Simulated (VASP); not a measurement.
Set up this calculation in VASP 6.6.1, as the native input.

```
Task                   : single point
Functional             : PBE
Potentials or basis    : VASP PAW PBE potentials, release 64 (Si, O)
Cutoff                 : 520 eV
k mesh                 : 6 × 6 × 4
Occupations            : gaussian, width 0.02 eV
Spin                   : no spin polarisation
Dipole correction      : no
Further INCAR settings : ALGO = Normal; EDIFF = 1e-07; NBANDS = 44
```

The structure of SiO2 lies in POSCAR:

```
SiO2
1.0
    4.5892405052      0.0000000000      0.0000000000
   -2.2946202526      3.9743988616      0.0000000000
    0.0000000000      0.0000000000      8.4563649243
Si O
4 8
Direct
    0.6666666667      0.3333333333      0.9365742585
    0.6666666667      0.3333333333      0.5634257415
    0.3333333333      0.6666666667      0.0634257415
    0.3333333333      0.6666666667      0.4365742585
    0.0000000000      0.3402457933      0.0000000000
    0.3402457933      0.3402457933      0.5000000000
    0.6597542067      0.0000000000      0.5000000000
    0.6597542067      0.6597542067      0.0000000000
    0.0000000000      0.6597542067      0.5000000000
    0.6666666667      0.3333333333      0.7500000000
    0.3333333333      0.6666666667      0.2500000000
    0.3402457933      0.0000000000      0.0000000000
```

The input as run:

INCAR

```
SYSTEM = SiO2
ALGO = Normal ; EDIFF = 1E-7
ENCUT = 520 ; GGA = PE
ISIF = 2 ; ISMEAR = 0
LASPH = .True. ; LCHARG = .False.
LREAL = .False. ; LWAVE = .False.
NBANDS = 44 ; NELM = 100
PREC = Accurate ; SIGMA = 0.02
```

KPOINTS

```
k-points
0
Gamma
  6 6 4
  0 0 0
```

Potentials or basis: VASP PAW PBE potentials, release 64 (Si, O).

Launch:

```bash
$ cat potpaw_PBE.64/Si/POTCAR potpaw_PBE.64/O/POTCAR > POTCAR
$ mpirun -np 1 vasp_std > vasp.out
```

Results of the run:

```yaml
Pressure: 15.3 GPa
Largest_force: 0.044 eV/Å
Band_gap_on_the_k_mesh: 5.77 eV, indirect (least direct gap 5.93 eV)
```

Wall time 2.9 min on 1 thread of Intel Xeon 6975P-C (shared host), peak memory 0.31 GiB.
